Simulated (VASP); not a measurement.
# InGa2N3 (Cmc2_1) in VASP: a series of runs

InGa2N3 is run at these levels: PBEsol; tasks: single point.

All numbers are computed with VASP 6.6.1; they aren't measurements. Logs are shortened: lines on timing, memory, paths and dates and some standing lists are left out, and cuts for length are marked.

## (1) The cell of the first run

Symmetry: Cmc2_1, No. 36, orthorhombic system. Conventional cell: a = 10.104 Å, b = 5.828 Å, c = 5.272 Å, α = 90.00°, β = 90.00°, γ = 90.00°. Within 2.8 Å of In (site symmetry m) lie 4 N at 2.14 to 2.20 Å. Ga (site symmetry 1) has 4 N at 1.93 to 1.98 Å within 2.6 Å. N (site symmetry 1) has 3 Ga at 1.93 to 1.98 Å and 1 In at 2.19 Å within 2.6 Å. Within 2.6 Å of N (site symmetry m) lie 2 Ga at 1.98 Å and 2 In at 2.14 to 2.20 Å.

## (2) Single point, PBEsol (biaxial strain in the a-b plane: +2.0 %)

INCAR reads:

```
  PREC = Accurate
  ENCUT = 520
  EDIFF = 1E-6
  ISMEAR = 0
  SIGMA = 0.02
  LREAL = False
  LASPH = True
  NELM = 60
  ALGO = Normal
  ISIF = 2
  LWAVE = False
  LCHARG = True
  GGA = PS
  LELF = True
  LVHAR = True
  NBANDS = 66
```

KPOINTS reads:

```
Automatic mesh
0
Gamma
  6 6 6
```

POSCAR reads:

```
InGa2N3
1.0
    5.0520732564     -2.9140055899      0.0000000000
    5.0520732564      2.9140055899      0.0000000000
    0.0000000000      0.0000000000      5.2715671201
In Ga N
2 4 6
Direct
    0.3252227417      0.6747772583      0.9897489538
    0.6747772583      0.3252227417      0.4897489538
    0.0069945022      0.3338844485      0.9926402250
    0.6661155515      0.9930054978      0.9926402250
    0.9930054978      0.6661155515      0.4926402250
    0.3338844485      0.0069945022      0.4926402250
    0.0264767012      0.3336441491      0.3589520516
    0.6663558509      0.9735232988      0.3589520516
    0.9735232988      0.6663558509      0.8589520516
    0.3336441491      0.0264767012      0.8589520516
    0.3078788725      0.6921211275      0.3950674931
    0.6921211275      0.3078788725      0.8950674931
```

Potentials or basis: VASP PAW PBE potentials, release 64 (In_d, Ga_d, N).

Launch:

```bash
> cat potpaw_PBE.64/In_d/POTCAR potpaw_PBE.64/Ga_d/POTCAR potpaw_PBE.64/N/POTCAR > POTCAR
> mpirun -np 1 vasp_std > vasp.out
```

OUTCAR:

```text
PREC = Accurate
   ENCUT = 520
   EDIFF = 1E-6
   ISMEAR = 0
   LREAL = False
   LASPH = True
   NELM = 60
   ISIF = 2
   GGA = PS

 ion  position               nearest neighbor table
   1  0.325  0.675  0.990-  11 2.14  10 2.19   9 2.19  12 2.20   5 3.27   6 3.27   5 3.30   6 3.30
                             3 3.33   4 3.33   4 3.33   3 3.33   2 3.33   2 3.33   4 3.44   3 3.44
   2  0.675  0.325  0.490-  12 2.14   8 2.19   7 2.19  11 2.20   3 3.27   4 3.27   3 3.30   4 3.30
                             6 3.33   5 3.33   6 3.33   5 3.33   1 3.33   1 3.33   6 3.44   5 3.44
   3  0.007  0.334  0.993-   7 1.93   9 1.98  10 1.98  12 1.98   2 3.27   2 3.30   1 3.33   1 3.33
                             1 3.44
   4  0.666  0.993  0.993-   8 1.93  10 1.98   9 1.98  12 1.98   2 3.27   2 3.30   1 3.33   1 3.33
                             1 3.44
   5  0.993  0.666  0.493-   9 1.93   7 1.98   8 1.98  11 1.98   1 3.27   1 3.30   2 3.33   2 3.33
                             2 3.44
   6  0.334  0.007  0.493-  10 1.93   8 1.98   7 1.98  11 1.98   1 3.27   1 3.30   2 3.33   2 3.33
                             2 3.44
   7  0.026  0.334  0.359-   3 1.93   5 1.98   6 1.98   2 2.19
   8  0.666  0.974  0.359-   4 1.93   6 1.98   5 1.98   2 2.19
   9  0.974  0.666  0.859-   5 1.93   3 1.98   4 1.98   1 2.19
  10  0.334  0.026  0.859-   6 1.93   4 1.98   3 1.98   1 2.19
  11  0.308  0.692  0.395-   5 1.98   6 1.98   1 2.14   2 2.20
  12  0.692  0.308  0.895-   3 1.98   4 1.98   2 2.14   1 2.20

  LATTYP: Found a base centered orthorhombic cell.
 ALAT       =     5.8280111798
 B/A-ratio  =     1.7337211960
 C/A-ratio  =     0.9045224790

  Lattice vectors:

 A1 = (  -5.0520732564,  -2.9140055899,   0.0000000000)
 A2 = (   5.0520732564,  -2.9140055899,   0.0000000000)
 A3 = (   0.0000000000,   0.0000000000,   5.2715671201)

Analysis of symmetry for initial positions (statically):
=====================================================================
 Subroutine PRICEL returns:
 Original cell was already a primitive cell.

 Routine SETGRP: Setting up the symmetry group for a
 base centered orthorhombic supercell.

 Subroutine GETGRP returns: Found  4 space group operations
 (whereof  2 operations were pure point group operations)
 out of a pool of  8 trial point group operations.

The static configuration has the point symmetry C_1h.
 The point group associated with its full space group is C_2v.

Analysis of symmetry for dynamics (positions and initial velocities):
=====================================================================
 Subroutine PRICEL returns:
 Original cell was already a primitive cell.

 Routine SETGRP: Setting up the symmetry group for a
 base centered orthorhombic supercell.

 Subroutine GETGRP returns: Found  4 space group operations
 (whereof  2 operations were pure point group operations)
 out of a pool of  8 trial point group operations.

The dynamic configuration has the point symmetry C_1h.
 The point group associated with its full space group is C_2v.

 Subroutine INISYM returns: Found  4 space group operations
 (whereof  2 operations are pure point group operations),
 and found     1 'primitive' translations

----------------------------------------------------------------------------------------

                                     Primitive cell

  volume of cell :     155.2136

  direct lattice vectors                    reciprocal lattice vectors
     5.052073256 -2.914005590  0.000000000     0.098969270 -0.171585120  0.000000000
     5.052073256  2.914005590  0.000000000     0.098969270  0.171585120  0.000000000
     0.000000000  0.000000000  5.271567120     0.000000000  0.000000000  0.189696911

  length of vectors
     5.832227085  5.832227085  5.271567120     0.198081725  0.198081725  0.189696911

  position of ions in fractional coordinates (direct lattice)
     0.325222742  0.674777258  0.989748954
     0.674777258  0.325222742  0.489748954
     0.006994502  0.333884449  0.992640225
     0.666115551  0.993005498  0.992640225
     0.993005498  0.666115551  0.492640225
     0.333884449  0.006994502  0.492640225
     0.026476701  0.333644149  0.358952052
[... 25 lines left out ...]
Automatic generation of k-mesh.
 Grid dimensions read from file:
 generate k-points for:    6    6    6

 Generating k-lattice:

  Cartesian coordinates                     Fractional coordinates (reciprocal lattice)
     0.016494878 -0.028597520  0.000000000     0.166666667  0.000000000  0.000000000
     0.016494878  0.028597520  0.000000000     0.000000000  0.166666667  0.000000000
     0.000000000  0.000000000  0.031616152     0.000000000  0.000000000  0.166666667

  Length of vectors
     0.033013621  0.033013621  0.031616152

  Shift w.r.t. Gamma in fractional coordinates (k-lattice)
     0.000000000  0.000000000  0.000000000

 Subroutine IBZKPT returns following result:
 ===========================================

 Found     52 irreducible k-points:

 Following reciprocal coordinates:
            Coordinates               Weight
  0.000000  0.000000  0.000000      1.000000
  0.166667  0.000000  0.000000      4.000000
  0.333333  0.000000  0.000000      4.000000
  0.500000  0.000000  0.000000      2.000000
  0.166667  0.166667  0.000000      2.000000
  0.333333  0.166667  0.000000      4.000000
[... 16 lines left out ...]
  0.333333  0.333333  0.166667      4.000000
  0.500000  0.333333  0.166667      8.000000
 [... further k-points ...]
   k-points           NKPTS =     52   k-points in BZ     NKDIM =     52   number of bands    NBANDS=     66
   number of dos      NEDOS =    301   number of ions     NIONS =     12
   total plane-waves  NPLWV =  92160
   dimension x,y,z NGX =    48 NGY =   48 NGZ =   40
   dimension x,y,z NGXF=    96 NGYF=   96 NGZF=   80
   ions per type =               2   4   6
   NGX,Y,Z   is equivalent  to a cutoff of  13.68, 13.68, 12.61 a.u.
   NGXF,Y,Z  is equivalent  to a cutoff of  27.36, 27.36, 25.23 a.u.
 SYSTEM =  unknown system
   PREC   = accura    normal or accurate (medium, high low for compatibility)
   ISTART =      0    job   : 0-new  1-cont  2-samecut
   ICHARG =      2    charge: 1-file 2-atom 10-const
   ISPIN  =      1    spin polarized calculation?
   LNONCOLLINEAR =      F non collinear calculations
   LSORBIT =      F    spin-orbit coupling
   LASPH  =      T    aspherical Exc in radial PAW
   ENCUT  =  520.0 eV  38.22 Ry    6.18 a.u.  10.84 10.84  9.80*2*pi/ulx,y,z
   NELM   =     60;   NELMIN=  2; NELMDL= -5     # of ELM steps
   EDIFF  = 0.1E-05   stopping-criterion for ELM
   LREAL  =      F    real-space projection
   EDIFFG = 0.1E-04   stopping-criterion for IOM
   NSW    =      0    number of steps for IOM
   IBRION =     -1    ionic relax: 0-MD 1-quasi-New 2-CG
   NFREE  =      0    steps in history (QN), initial steepest desc. (CG)
   ISIF   =      2    stress and relaxation
   ISYM   =      2    0-nonsym 1-usesym 2-fastsym
   POTIM  = 0.5000    time-step for ionic-motion
   TEBEG  =    0.0;   TEEND  =   0.0 temperature during run
   PSTRESS=    0.0 pullay stress
   NELECT =     108.0000    total number of electrons
   NUPDOWN=      -1.0000    fix difference up-down
   EMIN   =  10.00;   EMAX   =-10.00  energy-range for DOS
   EFERMI =   0.00;   METHOD = LEGACY
   ISMEAR =     0;   SIGMA  =   0.02  broadening in eV -4-tet -1-fermi 0-gaus
   EFERMI_NEDOS =   21; number of points for ismear=-14 and -15
   IALGO  =     38    algorithm
   IMIX   =      4    mixing-type and parameters
     AMIX     =   0.40;   BMIX     =  1.00
     AMIX_MAG =   1.60;   BMIX_MAG =  1.00
  volume/ion in A,a.u.               =      12.93        87.29
  Fermi-wavevector in a.u.,A,eV,Ry     =   1.450684  2.741395 28.633245  2.104484
  Thomas-Fermi vector in A             =   2.568268
   LORBIT       =      0    0 simple, 1 ext, 2 COOP (PROOUT), +10 PAW based schemes
   GGA     = PS    functional components
   LHFCALC =     F    Hartree Fock is set to
   AEXX    =    0.0000 exact exchange contribution
   IVDW    =     0    specifies the selected vdW correction
   LEPSILON=     F    determine dielectric tensor
   LRPA    =     F    only Hartree local field effects (RPA)
 non-spin polarized calculation
 Gauss-broadening in eV      SIGMA  =   0.02
  energy-cutoff  :      520.00
  volume of cell :      155.21
 maximum number of plane-waves:      4219
 NGX is ok and might be reduce to    48
   NGX = 21   NGY = 21   NGZ = 19

 number of electron     108.0000029 magnetization

 Free energy of the ion-electron system (eV)
  ---------------------------------------------------
  ext. energy  EPLUGINS =         0.00000000
  ---------------------------------------------------
  free energy    TOTEN  =       -75.40542810 eV

  energy without entropy =      -75.40542810  energy(sigma->0) =      -75.40542810

 E-fermi :   5.5987     XC(G=0): -11.4716

 val. band max:        5.4917539679   @ k =   0.0000   0.0000   0.0000
 cond. band min:       6.3733417654   @ k =   0.0000   0.0000   0.0000
 fundamental gap:      0.8815877975
 Fermi energy:         5.5987132187

 k-point     1 :       0.0000    0.0000    0.0000
  band No.  band energies     occupation
      1      -9.8370      2.00000
      2      -9.3652      2.00000
      3      -9.2391      2.00000
      4      -9.2335      2.00000
      5      -9.2103      2.00000
      6      -9.1816      2.00000
[... 1645 lines left out ...]
     65      12.9576      0.00000
     66      13.4262      0.00000

 [... further k-points ...]

------------------------ aborting loop because EDIFF is reached ----------------------------------------

  FORCE on cell =-STRESS in cart. coord.  units (eV):
  Direction    XX          YY          ZZ          XY          YZ          ZX
  --------------------------------------------------------------------------------------
  -------------------------------------------------------------------------------------
  Total       -7.3114360     -7.2613938      2.1715421      0.0000000      0.0000000      0.0000000
  in kB      -75.4715920    -74.9550358     22.4155332      0.0000000      0.0000000      0.0000000
  external PRESSURE =     -42.6703649 kB  Pullay stress =       0.0000000 kB

 VOLUME and BASIS-vectors are now :
 -----------------------------------------------------------------------------
  energy-cutoff  :      520.00
  volume of cell :      155.21
      direct lattice vectors                 reciprocal lattice vectors
     5.052073256 -2.914005590  0.000000000     0.098969270 -0.171585120  0.000000000
     5.052073256  2.914005590  0.000000000     0.098969270  0.171585120  0.000000000
     0.000000000  0.000000000  5.271567120     0.000000000  0.000000000  0.189696911

 POSITION                                       TOTAL-FORCE (eV/Angst)
 -----------------------------------------------------------------------------------
      5.05207      1.01860      5.21753         0.000000      0.003998     -0.362248
      5.05207     -1.01860      2.58174         0.000000     -0.003998     -0.362248
      1.72215      0.95256      5.23277         0.003738     -0.002491     -0.294934
      8.38200      0.95256      5.23277        -0.003738     -0.002491     -0.294934
      8.38200     -0.95256      2.59699        -0.003738      0.002491     -0.294934
      1.72215     -0.95256      2.59699         0.003738      0.002491     -0.294934
      1.81936      0.89509      1.89224         0.018330     -0.009451      0.316560
      8.28479      0.89509      1.89224        -0.018330     -0.009451      0.316560
      8.28479     -0.89509      4.52802        -0.018330      0.009451      0.316560
      1.81936     -0.89509      4.52802         0.018330      0.009451      0.316560
      5.05207      1.11968      2.08262         0.000000      0.029573      0.318995
      5.05207     -1.11968      4.71841         0.000000     -0.029573      0.318995
 -----------------------------------------------------------------------------------
    total drift:                                0.000001      0.000000     -0.000925

  FREE ENERGIE OF THE ION-ELECTRON SYSTEM (eV)
  ---------------------------------------------------
  free  energy   TOTEN  =       -75.4054281023 eV

  energy  without entropy=      -75.4054281023  energy(sigma->0) =      -75.40542810
```

Wall time 15 min (1 thread of Intel Xeon Platinum 8259CL at 2.50GHz (Skylake/Cascade Lake), shared host); peak memory 0.56 GiB.

Results:

```
Free energy            : -75.4054 eV
Pressure               : -4.3 GPa
Largest force          : 0.362 eV/Å
Band gap on the k mesh : 0.88 eV
```

Forces on the atoms (eV/Å):
```
In   0.000  0.004 -0.362
In   0.000 -0.004 -0.362
Ga   0.004 -0.002 -0.295
Ga  -0.004 -0.002 -0.295
Ga  -0.004  0.002 -0.295
Ga   0.004  0.002 -0.295
N    0.018 -0.009  0.317
N   -0.018 -0.009  0.317
N   -0.018  0.009  0.317
N    0.018  0.009  0.317
N    0.000  0.030  0.319
N    0.000 -0.030  0.319
```

Levels at points of the mesh, in eV from the valence-band top:
```
           k point  band 51  band 52  band 53  band 54  band 55  band 56  band 57  band 58
(0.00, 0.00, 0.00)    -1.03    -0.03    -0.03     0.00     0.88     3.16     5.15     5.17
(0.50, 0.00, 0.00)    -0.89    -0.84    -0.81    -0.72     3.59     3.85     4.68     5.03
(0.50, 0.50, 0.00)    -0.95    -0.85    -0.77    -0.63     3.46     4.22     4.26     4.86
(0.00, 0.00, 0.50)    -0.56    -0.56    -0.54    -0.54     3.20     3.20     5.84     5.84
(0.50, 0.00, 0.50)    -1.44    -1.44    -1.07    -1.07     3.85     3.85     4.75     4.75
(0.50, 0.50, 0.50)    -1.43    -1.43    -1.14    -1.14     3.98     3.98     4.65     4.65
```

Caveat: the cell differs from its parent crystal (biaxial strain in the a-b plane: +2.0 %); the stress differs along the axes, from -8 to 2 GPa; the PAW data sets were made with another functional, which shifts forces and pressure a little; spin-orbit coupling is left out, which moves the levels of the heavy elements.

(Part 1 of 2 ends here.)
